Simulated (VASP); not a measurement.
**Ir: single point with PBE**

Ir:

```
Ir
1.0
     0.00000   -1.93533   -1.93533
     0.00000    1.93533   -1.93533
     3.87066    0.00000    0.00000
Ir
2
Direct
  0.50000 0.50000 0.50000
  0.00000 0.00000 0.00000
```

* Program: VASP 6.6.1
* Task: single point
* Functional: PBE
* Potentials or basis: VASP PAW PBE potentials, release 64 (Ir)
* Cutoff: 520 eV
* k mesh: 12 × 12 × 10
* Occupations: gaussian, width 0.15 eV
* Spin: no spin polarisation

```json
{"Pressure": "0.4 GPa", "Band gap on the k mesh": "zero (band 9 reaches 11.40 eV, above the bottom of band 10 at 8.18 eV)"}
```

Levels at points of the mesh, in eV from the Fermi level:
```
           k point  band 7  band 8  band 9  band 10  band 11  band 12
(0.00, 0.00, 0.00)   -1.15   -1.15    0.83     1.42     1.42     1.71
(0.50, 0.00, 0.00)   -2.33   -2.33   -1.31    -1.31     2.77     2.77
(0.50, 0.50, 0.00)    1.42    1.42    1.42     1.42     1.72     1.72
(0.00, 0.00, 0.50)   -1.80   -1.80   -1.80    -1.80    -0.23    -0.23
(0.50, 0.00, 0.50)   -0.69   -0.69    0.86     0.86     0.86     0.86
(0.50, 0.50, 0.50)   -1.72   -1.72    1.42     1.42     8.00     8.00
```

Wall time 37 s on 1 thread of Intel(R) Xeon(R) 6975P-C (Granite Rapids), on a shared host, peak memory 0.18 GiB.

Caveat: spin-orbit coupling is left out, which moves the levels of the heavy elements.
